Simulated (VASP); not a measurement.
# TiAl (P4/mmm) in VASP: further runs

Runs on TiAl. Level: PBEsol. Tasks: single point.

Program: VASP 6.6.1. These are calculated values, not measurements. Logs are shortened: lines on timing, memory, paths and dates and some standing lists are left out, and cuts for length are marked.

## (1) The cell of the first run

Symmetry: P4/mmm, No. 123, tetragonal system. The conventional cell has a = 2.697 Å, b = 2.697 Å, c = 4.093 Å, α = 90.00°, β = 90.00°, γ = 90.00°. Within 3.6 Å of Ti (site symmetry 4/mmm) lie 4 Ti at 2.70 Å and 8 Al at 2.80 Å. Within 3.6 Å of Al (site symmetry 4/mmm) lie 4 Al at 2.70 Å and 8 Ti at 2.80 Å.

## (2) Single point, PBEsol (14.88 Å³/atom)

The input, INCAR:

```
PREC = Accurate
ENCUT = 520
EDIFF = 1E-6
ISMEAR = 0
SIGMA = 0.15
LREAL = False
LASPH = True
NELM = 100
ALGO = Fast
ISIF = 2
LWAVE = False
LCHARG = False
GGA = PS
NBANDS = 14
```

The input, KPOINTS:

```
regular mesh
0
Gamma
  16 16 16
```

The input, POSCAR:

```
TiAl
1.0
    2.6965946233      0.0000000000      0.0000000000
    0.0000000000      2.6965946233      0.0000000000
    0.0000000000      0.0000000000      4.0926216598
Ti Al
1 1
Direct
    0.0000000000      0.0000000000      0.0000000000
    0.5000000000      0.5000000000      0.5000000000
```

Potentials or basis: VASP PAW PBE potentials, release 64 (Ti_sv, Al).

Launch:

```console
> cat potpaw_PBE.64/Ti_sv/POTCAR potpaw_PBE.64/Al/POTCAR > POTCAR
> mpirun -np 1 vasp_std > vasp.out
```

OUTCAR:

```text
PREC = Accurate
   ENCUT = 520
   EDIFF = 1E-6
   ISMEAR = 0
   LREAL = False
   LASPH = True
   NELM = 100
   ISIF = 2
   GGA = PS

 ion  position               nearest neighbor table
   1  0.000  0.000  0.000-   2 2.80   2 2.80   2 2.80   2 2.80   2 2.80   2 2.80   2 2.80   2 2.80

   2  0.500  0.500  0.500-   1 2.80   1 2.80   1 2.80   1 2.80   1 2.80   1 2.80   1 2.80   1 2.80

  LATTYP: Found a simple tetragonal cell.
 ALAT       =     2.6965946233
 C/A-ratio  =     1.5177000000

  Lattice vectors:

 A1 = (   2.6965946233,   0.0000000000,   0.0000000000)
 A2 = (   0.0000000000,   2.6965946233,   0.0000000000)
 A3 = (   0.0000000000,   0.0000000000,   4.0926216598)

Analysis of symmetry for initial positions (statically):
=====================================================================
 Subroutine PRICEL returns:
 Original cell was already a primitive cell.

 Routine SETGRP: Setting up the symmetry group for a
 simple tetragonal supercell.

 Subroutine GETGRP returns: Found 16 space group operations
 (whereof 16 operations were pure point group operations)
 out of a pool of 16 trial point group operations.

The static configuration has the point symmetry D_4h.

Analysis of symmetry for dynamics (positions and initial velocities):
=====================================================================
 Subroutine PRICEL returns:
 Original cell was already a primitive cell.

 Routine SETGRP: Setting up the symmetry group for a
 simple tetragonal supercell.

 Subroutine GETGRP returns: Found 16 space group operations
 (whereof 16 operations were pure point group operations)
 out of a pool of 16 trial point group operations.

The dynamic configuration has the point symmetry D_4h.

 Subroutine INISYM returns: Found 16 space group operations
 (whereof 16 operations are pure point group operations),
 and found     1 'primitive' translations

----------------------------------------------------------------------------------------

                                     Primitive cell

  volume of cell :      29.7600

  direct lattice vectors                    reciprocal lattice vectors
     2.696594623  0.000000000  0.000000000     0.370838090  0.000000000  0.000000000
     0.000000000  2.696594623  0.000000000     0.000000000  0.370838090  0.000000000
     0.000000000  0.000000000  4.092621660     0.000000000  0.000000000  0.244342156

  length of vectors
     2.696594623  2.696594623  4.092621660     0.370838090  0.370838090  0.244342156

  position of ions in fractional coordinates (direct lattice)
     0.000000000  0.000000000  0.000000000
     0.500000000  0.500000000  0.500000000

  ion indices of the primitive-cell ions
   primitive index   ion index
                 1           1
                 2           2

----------------------------------------------------------------------------------------

 KPOINTS: regular mesh

Automatic generation of k-mesh.
 Grid dimensions read from file:
 generate k-points for:   16   16   16

 Generating k-lattice:

  Cartesian coordinates                     Fractional coordinates (reciprocal lattice)
     0.023177381  0.000000000  0.000000000     0.062500000  0.000000000  0.000000000
     0.000000000  0.023177381  0.000000000     0.000000000  0.062500000  0.000000000
     0.000000000  0.000000000  0.015271385     0.000000000  0.000000000  0.062500000

  Length of vectors
     0.023177381  0.023177381  0.015271385

  Shift w.r.t. Gamma in fractional coordinates (k-lattice)
     0.000000000  0.000000000  0.000000000

 Subroutine IBZKPT returns following result:
 ===========================================

 Found    405 irreducible k-points:

 Following reciprocal coordinates:
            Coordinates               Weight
  0.000000  0.000000  0.000000      1.000000
  0.062500  0.000000  0.000000      4.000000
  0.125000  0.000000  0.000000      4.000000
  0.187500  0.000000  0.000000      4.000000
  0.250000  0.000000  0.000000      4.000000
  0.312500  0.000000  0.000000      4.000000
[... 16 lines left out ...]
  0.437500  0.125000  0.000000      8.000000
  0.500000  0.125000  0.000000      4.000000
 [... further k-points ...]
   k-points           NKPTS =    405   k-points in BZ     NKDIM =    405   number of bands    NBANDS=     14
   number of dos      NEDOS =    301   number of ions     NIONS =      2
   total plane-waves  NPLWV =  12000
   dimension x,y,z NGX =    20 NGY =   20 NGZ =   30
   dimension x,y,z NGXF=    40 NGYF=   40 NGZF=   60
   ions per type =               1   1
   NGX,Y,Z   is equivalent  to a cutoff of  12.33, 12.33, 12.19 a.u.
   NGXF,Y,Z  is equivalent  to a cutoff of  24.66, 24.66, 24.37 a.u.
 SYSTEM =  unknown system
   PREC   = accura    normal or accurate (medium, high low for compatibility)
   ISTART =      0    job   : 0-new  1-cont  2-samecut
   ICHARG =      2    charge: 1-file 2-atom 10-const
   ISPIN  =      1    spin polarized calculation?
   LNONCOLLINEAR =      F non collinear calculations
   LSORBIT =      F    spin-orbit coupling
   LASPH  =      T    aspherical Exc in radial PAW
   ENCUT  =  520.0 eV  38.22 Ry    6.18 a.u.   5.01  5.01  7.61*2*pi/ulx,y,z
   NELM   =    100;   NELMIN=  2; NELMDL= -5     # of ELM steps
   EDIFF  = 0.1E-05   stopping-criterion for ELM
   LREAL  =      F    real-space projection
   EDIFFG = 0.1E-04   stopping-criterion for IOM
   NSW    =      0    number of steps for IOM
   IBRION =     -1    ionic relax: 0-MD 1-quasi-New 2-CG
   NFREE  =      0    steps in history (QN), initial steepest desc. (CG)
   ISIF   =      2    stress and relaxation
   ISYM   =      2    0-nonsym 1-usesym 2-fastsym
   POTIM  = 0.5000    time-step for ionic-motion
   TEBEG  =    0.0;   TEEND  =   0.0 temperature during run
   PSTRESS=    0.0 pullay stress
   NELECT =      15.0000    total number of electrons
   NUPDOWN=      -1.0000    fix difference up-down
   EMIN   =  10.00;   EMAX   =-10.00  energy-range for DOS
   EFERMI =   0.00;   METHOD = LEGACY
   ISMEAR =     0;   SIGMA  =   0.15  broadening in eV -4-tet -1-fermi 0-gaus
   EFERMI_NEDOS =   21; number of points for ismear=-14 and -15
   IALGO  =     68    algorithm
   IMIX   =      4    mixing-type and parameters
     AMIX     =   0.40;   BMIX     =  1.00
     AMIX_MAG =   1.60;   BMIX_MAG =  1.00
  volume/ion in A,a.u.               =      14.88       100.42
  Fermi-wavevector in a.u.,A,eV,Ry     =   1.302850  2.462029 23.094760  1.697417
  Thomas-Fermi vector in A             =   2.433890
   LORBIT       =      0    0 simple, 1 ext, 2 COOP (PROOUT), +10 PAW based schemes
   GGA     = PS    functional components
   LHFCALC =     F    Hartree Fock is set to
   AEXX    =    0.0000 exact exchange contribution
   IVDW    =     0    specifies the selected vdW correction
   LEPSILON=     F    determine dielectric tensor
   LRPA    =     F    only Hartree local field effects (RPA)
 non-spin polarized calculation
 RMM-DIIS sequential band-by-band and
 Gauss-broadening in eV      SIGMA  =   0.15
  energy-cutoff  :      520.00
  volume of cell :       29.76
 maximum number of plane-waves:       828
   NGX = 11   NGY = 11   NGZ = 15

 number of electron      15.0000003 magnetization

 Free energy of the ion-electron system (eV)
  ---------------------------------------------------
  ext. energy  EPLUGINS =         0.00000000
  ---------------------------------------------------
  free energy    TOTEN  =       -13.20168068 eV

  energy without entropy =      -13.18167764  energy(sigma->0) =      -13.19167916

 E-fermi :   9.1561     XC(G=0): -11.5173

 val. band max:        9.1560383298   @ k =   0.4375   0.1250   0.0000
 cond. band min:       9.1565070131   @ k =   0.5000   0.1875   0.4375
 fundamental gap:      0.0004686832
 Fermi energy:         9.1560748085

 k-point     1 :       0.0000    0.0000    0.0000
  band No.  band energies     occupation
      1     -47.0374      2.00000
      2     -23.5410      2.00000
      3     -22.9757      2.00000
      4     -22.9757      2.00000
      5      -0.3295      2.00000
      6       6.9698      2.00000
      7       8.1795      2.00000
      8       8.3648      2.00000
      9      11.6795      0.00000
     10      11.6795      0.00000
     11      12.9986      0.00000
     12      15.3750      0.00000
     13      18.7161      0.00000
     14      18.7715      0.00000

 k-point     2 :       0.0625    0.0000    0.0000
  band No.  band energies     occupation
      1     -47.0337      2.00000
      2     -23.5374      2.00000
      3     -23.0045      2.00000
      4     -22.9732      2.00000
      5      -0.2449      2.00000
      6       7.0470      2.00000
      7       8.2233      2.00000
      8       8.3115      2.00000
      9      11.6950      0.00000
     10      11.7350      0.00000
     11      12.9098      0.00000
     12      15.3776      0.00000
     13      17.1594      0.00000
     14      18.8750      0.00000

 k-point     3 :       0.1250    0.0000    0.0000
  band No.  band energies     occupation
      1     -47.0229      2.00000
      2     -23.5273      2.00000
      3     -23.0862      2.00000
      4     -22.9661      2.00000
      5       0.0070      2.00000
      6       7.2620      2.00000
      7       8.1620      2.00000
      8       8.3381      2.00000
      9      11.7395      0.00000
     10      11.9003      0.00000
     11      12.6695      0.00000
     12      15.3231      0.00000
     13      15.6351      0.00000
     14      19.1691      0.00000

 k-point     4 :       0.1875    0.0000    0.0000
  band No.  band energies     occupation
      1     -47.0068      2.00000
      2     -23.5121      2.00000
      3     -23.2071      2.00000
      4     -22.9556      2.00000
      5       0.4203      2.00000
      6       7.5681      2.00000
      7       7.9442      2.00000
      8       8.4509      2.00000
      9      11.8069      0.00000
     10      12.1712      0.00000
     11      12.3385      0.00000
     12      14.1299      0.00000
     13      15.4247      0.00000
     14      19.6193      0.00000

 k-point     5 :       0.2500    0.0000    0.0000
  band No.  band energies     occupation
      1     -46.9876      2.00000
      2     -23.4941      2.00000
      3     -23.3476      2.00000
      4     -22.9431      2.00000
      5       0.9866      2.00000
      6       7.6957      2.00000
      7       7.8894      2.00000
      8       8.3842      2.00000
      9      11.8878      0.00000
     10      11.9825      0.00000
     11      12.5392      0.00000
[... 276 lines left out ...]
 k-point    22 :       0.3750    0.1250    0.0000
  band No.  band energies     occupation
      1     -46.9381      2.00000
      2     -23.5865      2.00000
      3     -23.4481      2.00000
      4     -23.0242      2.00000
      5       2.8315      2.00000
      6       6.9880      2.00000
      7       7.4337      2.00000
      8       8.9254      1.97037
      9      10.9022      0.00000
     10      11.0639      0.00000
     11      13.2716      0.00000
     12      14.5295      0.00000
     13      15.6239      0.00000
     14      18.7998      0.00000

 k-point    23 :       0.4375    0.1250    0.0000
  band No.  band energies     occupation
      1     -46.9272      2.00000
      2     -23.6623      2.00000
      3     -23.4379      2.00000
      4     -23.0164      2.00000
      5       3.7751      2.00000
      6       5.9183      2.00000
      7       7.3179      2.00000
      8       9.1560      1.00027
      9      10.6002      0.00000
     10      11.1323      0.00000
     11      13.7654      0.00000
     12      15.0191      0.00000
     13      15.5339      0.00000
     14      17.9405      0.00000

 k-point    24 :       0.5000    0.1250    0.0000
  band No.  band energies     occupation
      1     -46.9233      2.00000
      2     -23.6888      2.00000
      3     -23.4344      2.00000
      4     -23.0136      2.00000
      5       4.7304      2.00000
      6       4.9068      2.00000
      7       7.2769      2.00000
      8       9.2567      0.34269
      9      10.4775      0.00000
     10      11.1594      0.00000
     11      14.0228      0.00000
     12      15.2635      0.00000
     13      15.4625      0.00000
     14      17.5636      0.00000

 [... further k-points ...]

------------------------ aborting loop because EDIFF is reached ----------------------------------------

  FORCE on cell =-STRESS in cart. coord.  units (eV):
  Direction    XX          YY          ZZ          XY          YZ          ZX
  --------------------------------------------------------------------------------------
  -------------------------------------------------------------------------------------
  Total        1.7323332      1.7323332      0.8136105      0.0000000      0.0000000      0.0000000
  in kB       93.2629386     93.2629386     43.8020287      0.0000000      0.0000000      0.0000000
  external PRESSURE =      76.7759686 kB  Pullay stress =       0.0000000 kB

 VOLUME and BASIS-vectors are now :
 -----------------------------------------------------------------------------
  energy-cutoff  :      520.00
  volume of cell :       29.76
      direct lattice vectors                 reciprocal lattice vectors
     2.696594623  0.000000000  0.000000000     0.370838090  0.000000000  0.000000000
     0.000000000  2.696594623  0.000000000     0.000000000  0.370838090  0.000000000
     0.000000000  0.000000000  4.092621660     0.000000000  0.000000000  0.244342156

 POSITION                                       TOTAL-FORCE (eV/Angst)
 -----------------------------------------------------------------------------------
      0.00000      0.00000      0.00000         0.000000      0.000000      0.000000
      1.34830      1.34830      2.04631         0.000000      0.000000      0.000000
 -----------------------------------------------------------------------------------
    total drift:                               -0.000000      0.000000      0.000000

  FREE ENERGIE OF THE ION-ELECTRON SYSTEM (eV)
  ---------------------------------------------------
  free  energy   TOTEN  =       -13.2016806797 eV

  energy  without entropy=      -13.1816776355  energy(sigma->0) =      -13.19167916
```

Wall time 1.7 min (1 thread of Intel Xeon 6975P-C (Granite Rapids), shared host); peak memory 0.27 GiB.

What came out:

| Item | Value |
| --- | --- |
| Free energy | -13.2017 eV |
| Pressure | 7.7 GPa |
| Band gap on the k mesh | zero (an odd number of electrons rules out a gap without spin polarisation) |

Levels at points of the mesh, in eV from the Fermi level:
```tsv
k point	band 4	band 5	band 6	band 7	band 8	band 9	band 10	band 11	band 12	band 13
(0.00, 0.00, 0.00)	-32.13	-9.49	-2.19	-0.98	-0.79	2.52	2.52	3.84	6.22	9.56
(0.50, 0.00, 0.00)	-32.07	-4.75	-4.42	-2.07	-0.32	2.02	2.95	4.93	5.17	5.40
(0.50, 0.50, 0.00)	-32.52	-3.33	-0.38	-0.35	-0.35	-0.20	-0.20	4.96	5.75	6.31
(0.00, 0.00, 0.50)	-32.13	-8.06	-5.52	-0.84	0.32	2.23	2.23	3.85	8.37	9.01
(0.50, 0.00, 0.50)	-32.07	-5.10	-3.20	-1.23	-0.94	1.26	2.05	2.76	3.96	6.56
(0.50, 0.50, 0.50)	-32.53	-2.81	-2.31	-2.31	2.30	2.52	2.69	4.75	4.75	5.20
```

Caveat: the cell stands under pressure; the PAW data sets were made with another functional, which shifts forces and pressure a little.

## (3) Single point, PBEsol (14.88 Å³/atom)

INCAR: that of step 2 with these lines changed.

```diff
@@ -7,3 +7,3 @@
 LASPH = True
-NELM = 100
+NELM = 60
 ALGO = Fast
```

The input, KPOINTS:

```
Automatic mesh
0
Gamma
  16 16 16
```

The input, POSCAR:

```
TiAl
1.0
    3.2459210273      0.0000000000      0.0000000000
    0.0000000000      3.2459210273      0.0000000000
    0.0000000000      0.0000000000      2.8246004779
Ti Al
1 1
Direct
    0.0000000000      0.0000000000      0.0000000000
    0.5000000000      0.5000000000      0.5000000000
```

Potentials or basis: VASP PAW PBE potentials, release 64 (Ti_sv, Al).

Launch:

```console
> cat potpaw_PBE.64/Ti_sv/POTCAR potpaw_PBE.64/Al/POTCAR > POTCAR
> mpirun -np 1 vasp_std > vasp.out
```

It took 69 s on 1 thread of Intel Xeon 6975P-C (Granite Rapids), shared host; peak memory 0.28 GiB.

Results (log left out):

```yaml
Free_energy: -12.9549 eV
Pressure: 7.9 GPa
Band_gap_on_the_k_mesh: zero (an odd number of electrons rules out a gap without spin polarisation)
```

Stress tensor (GPa, compression positive):
```
7.67 0.00 0.00
0.00 7.67 0.00
0.00 0.00 8.25
```

Levels at points of the mesh, in eV from the Fermi level:
```tsv
k point	band 4	band 5	band 6	band 7	band 8	band 9	band 10	band 11
(0.00, 0.00, 0.00)	-32.50	-9.53	-1.74	-1.42	1.54	2.44	2.44	3.60
(0.50, 0.00, 0.00)	-32.49	-6.49	-5.43	-0.74	-0.38	1.40	2.58	2.86
(0.50, 0.50, 0.00)	-32.48	-5.73	-2.49	-2.49	-1.69	1.68	1.68	2.71
(0.00, 0.00, 0.50)	-32.72	-5.07	-5.00	-0.26	-0.26	-0.25	2.02	4.52
(0.50, 0.00, 0.50)	-32.70	-4.77	-2.15	-1.32	-1.24	0.26	0.66	3.13
(0.50, 0.50, 0.50)	-32.84	-3.20	-3.20	-3.19	1.33	2.89	3.05	3.05
```

Caveat: the cell stands under pressure; the PAW data sets were made with another functional, which shifts forces and pressure a little.

[end of part 1 of 2]
